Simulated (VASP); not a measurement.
## HgTe: relaxation of cell and atoms with PBE

HgTe:

```
CELL_PARAMETERS angstrom
0.00000 3.22350 3.22350
3.22350 0.00000 3.22350
3.22350 3.22350 0.00000
ATOMIC_POSITIONS crystal
Hg 0.00000 0.00000 0.00000
Te 0.75000 0.75000 0.75000
```

| Quantity | Value |
| --- | --- |
| Program | VASP 6.6.1 |
| Task | relaxation of cell and atoms |
| Functional | PBE |
| Potentials or basis | VASP PAW PBE potentials, release 64 (Hg, Te) |
| Cutoff | 600 eV |
| k mesh | 12 × 12 × 12 |
| Occupations | gaussian, width 0.1 eV |
| Spin | no spin polarisation |
| Dipole correction | no |
| Further INCAR settings | ALGO = Normal; EDIFF = 1e-06; IBRION = 2; EDIFFG = -0.005; NSW = 100; ISIF = 3 |

```yaml
Relaxed_volume: 36.81 Å³/atom
Relaxed_cell: a = 4.704 Å, b = 4.704 Å, c = 4.704 Å, α = 60.00°, β = 60.00°, γ = 60.00°
Space_group_after_relaxing_to_0.1_Å: F-43m (No. 216)
Energy_gained_by_relaxing: 39.3 meV/atom
Ionic_steps: 3
Pressure_after_relaxing: 0.0 GPa
Band_gap_on_the_k_mesh: zero (filled and empty bands touch)
```

Step by step:
```tsv
step	energy change (eV)	largest force (eV/Å)	pressure (GPa)	volume (Å³)
1	0.0000	0.0000	4.16	66.99
2	-0.0723	0.0000	-0.91	75.78
3	-0.0785	0.0000	0.02	73.62
```

Final structure:
```
CELL_PARAMETERS angstrom
0.00000 3.32649 3.32649
3.32649 0.00000 3.32649
3.32649 3.32649 0.00000
ATOMIC_POSITIONS crystal
Hg 0.00000 0.00000 0.00000
Te 0.75000 0.75000 0.75000
```

Levels at points of the mesh, in eV from the Fermi level:
```
           k point  band 6  band 7  band 8  band 9  band 10  band 11  band 12  band 13
(0.00, 0.00, 0.00)   -6.53   -1.00   -0.07   -0.07    -0.07     4.30     4.30     4.30
(0.50, 0.00, 0.00)   -6.28   -5.02   -0.90   -0.90     0.63     5.04     5.04     6.73
(0.50, 0.50, 0.00)   -6.16   -5.05   -2.00   -2.00     1.84     2.64     7.85     8.43
```

It took 3.2 min on 1 thread of Intel Xeon 8259CL (shared host), peak memory 0.28 GiB.

Caveat: semilocal functionals underestimate gaps, and a narrow one can read as zero; spin-orbit coupling is left out, which moves the levels of the heavy elements. Zero-point motion and thermal expansion aren't in these numbers.
